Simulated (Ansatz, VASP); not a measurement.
**W: VASP beside Ansatz**

File INCAR:

```
SYSTEM = W
  ALGO = Normal
  DIPOL = 0.5 0.5 0.500
  EDIFF = 1E-7
  ENCUT = 520
  GGA = PE
  IDIPOL = 3
  ISIF = 2
  ISMEAR = 0
  LASPH = .True.
  LCHARG = .False.
  LDIPOL = .True.
  LREAL = .False.
  LWAVE = .False.
  NBANDS = 36
  NELM = 60
  PREC = Accurate
  SIGMA = 0.1
```

Contents of KPOINTS:

```
k-points
0
Gamma
  11 11 1
  0 0 0
```

The input POSCAR:

```
W
1.0
    3.1835586448      0.0000000000      0.0000000000
    0.0000000000      3.1835586448      0.0000000000
    0.0000000000      0.0000000000     19.7753379672
W
4
Direct
    0.5000000000      0.5000000000      0.3792602692
    0.0000000000      0.0000000000      0.4597534231
    0.5000000000      0.5000000000      0.5402465769
    0.0000000000      0.0000000000      0.6207397308
```

Input for Ansatz:

```yaml
crystal:
  lattice:
    - [3.1835586448, 0.0, 0.0]
    - [0.0, 3.1835586448, 0.0]
    - [0.0, 0.0, 19.7753379672]
  atoms:
    - { symbol: W, position: [0.5, 0.5, 0.3792602692] }
    - { symbol: W, position: [0.0, 0.0, 0.4597534231] }
    - { symbol: W, position: [0.5, 0.5, 0.5402465769] }
    - { symbol: W, position: [0.0, 0.0, 0.6207397308] }
basis:
  ecutwfc: 420
kpoints:
  mp_grid: { grid: [11, 11, 1] }
hamiltonian:
  xc: pbe
scf:
  occupations: { method: gaussian, width: 0.1 }
  max_iter: 70
output:
  forces: true
  stress: true
  eigenvalues: true
  write_density: true
  write_potential: true
  elf: true
  volumetric_format: npy
efield:
  axis: 3
  dipole_correction: true
  ramp_width: 0.04
```

Alike in both runs: task single point; functional PBE; k mesh 11 × 11 × 1; occupations gaussian, width 0.1 eV; no spin polarisation.

|  | VASP | Ansatz |
| --- | --- | --- |
| version | VASP 6.6.1 | Ansatz 0.2.0 |
| potentials or method | VASP PAW PBE potentials, release 64 (W_sv), cutoff 520 eV | scalar-relativistic, plane waves, PAW |
| valence electrons in the cell | 56 | 56 |

|  | VASP | Ansatz | Ansatz less VASP |
| --- | --- | --- | --- |
| gap on the k mesh at the Fermi level (eV) | none | none | - |
| rms of the force components (eV/Å) | 1.108 | 1.112 | +0.0040 |

Atom by atom the forces differ by 0.013 eV/Å (rms over components). A gap of «none» marks a metal or a gap that the smearing closes. The functional is the same, so the differences come from potentials, cutoffs and numerics. Ansatz's warnings: xc potential rough in thin density.

Neither program's run includes spin-orbit coupling.
